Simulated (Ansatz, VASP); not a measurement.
**Si4PI in VASP and in Ansatz**

```
Si P I
1.0
     4.96027    0.00000    0.00000
    -2.48014    4.29572    0.00000
     0.00000    0.00000    9.81918
Si P I
4 1 1
Cartesian
  0.0000 0.0000 2.7796
  0.0000 0.0000 7.0396
  0.0000 2.8638 0.0000
  2.4801 1.4319 0.0000
  0.0000 0.0000 4.9096
  0.0000 0.0000 0.0000
```

Alike in both runs: functional PBE; k mesh 6 × 6 × 2; occupations gaussian, width 0.1 eV; no spin polarisation.

Ansatz relaxed the structure, and its values are those at the end. VASP's run is a single point on that final structure, the one shown.

|  | VASP | Ansatz |
| --- | --- | --- |
| version | VASP 6.6.1 | Ansatz 0.2.0 |
| potentials or method | VASP PAW PBE potentials, release 64 (Si, P, I), cutoff 520 eV | scalar-relativistic, plane waves, PAW |
| valence electrons in the cell | 28 | 38 |

```csv
,VASP,Ansatz,Ansatz less VASP
gap on the k mesh at the Fermi level (eV),none,none,-
pressure (GPa),0.3,0.3,+0.03
rms of the force components (eV/Å),0.004,0.002,-0.0020
```

A gap of «none» marks a metal or a gap that the smearing closes. With one functional, cell and mesh, what is left measures potentials, basis and numerics. VASP's potentials hold 28 valence electrons a cell and Ansatz's 38, so a difference there can come from the potentials and not from the codes.

Neither program's run includes spin-orbit coupling.
